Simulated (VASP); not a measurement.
Input of a VASP 6.6.1 run:

The input POSCAR:

```
SnO2
1.0
    4.7598181028      0.0000000000      0.0000000000
    0.0000000000      4.7600576175      0.0000000000
    0.0000000000      0.0000000000      3.2007107555
Sn O
2 4
Direct
    0.5000000000      0.5000000000      0.5000000000
    0.0000000000      0.0000000000      0.0000000000
    0.3058623572      0.3059582262      0.0000000000
    0.8058623572      0.1940417738      0.5000000000
    0.1941376428      0.8059582262      0.5000000000
    0.6941376428      0.6940417738      0.0000000000
```

INCAR.step1

```
PREC = Accurate
ENCUT = 520
ISMEAR = 0
SIGMA = 0.02
LREAL = False
LASPH = True
NELM = 100
NBANDS = 35
GGA = PE
ALGO = Normal
EDIFF = 1E-4
LWAVE = True
LCHARG = False
```

The input INCAR.step2:

```
PREC = Accurate
ENCUT = 520
EDIFF = 1E-6
ISMEAR = 0
SIGMA = 0.02
LREAL = False
LASPH = True
NELM = 100
ALGO = Normal
ISIF = 2
LWAVE = False
LCHARG = False
METAGGA = R2SCAN
LMIXTAU = True
NBANDS = 35
ISTART = 1
```

File KPOINTS:

```
regular mesh
0
Gamma
  6 6 8
```

Potentials or basis: VASP PAW PBE potentials, release 64 (Sn_d, O).

Command:

```console
$ cat potpaw_PBE.64/Sn_d/POTCAR potpaw_PBE.64/O/POTCAR > POTCAR
$ cp INCAR.step1 INCAR
$ mpirun -np 1 vasp_std > vasp.out
$ cp INCAR.step2 INCAR
$ mpirun -np 1 vasp_std > vasp.out
```

Problem. What does it give for the pressure?

Solution. 1.1 GPa.

Problem. What does it give for the largest force?

Solution. 0.028 eV/Å.

Problem. What does it give for the band gap on the k mesh?

Solution. 1.79 eV, direct.

Stress tensor (GPa, compression positive):
```
0.93 0.00 0.00
0.00 0.93 0.00
0.00 0.00 1.44
```

Caveat: the PAW data sets were made with another functional, which shifts forces and pressure a little; spin-orbit coupling is left out, which moves the levels of the heavy elements. r2SCAN opens gaps a little over a GGA but as a rule still falls short of measured ones.
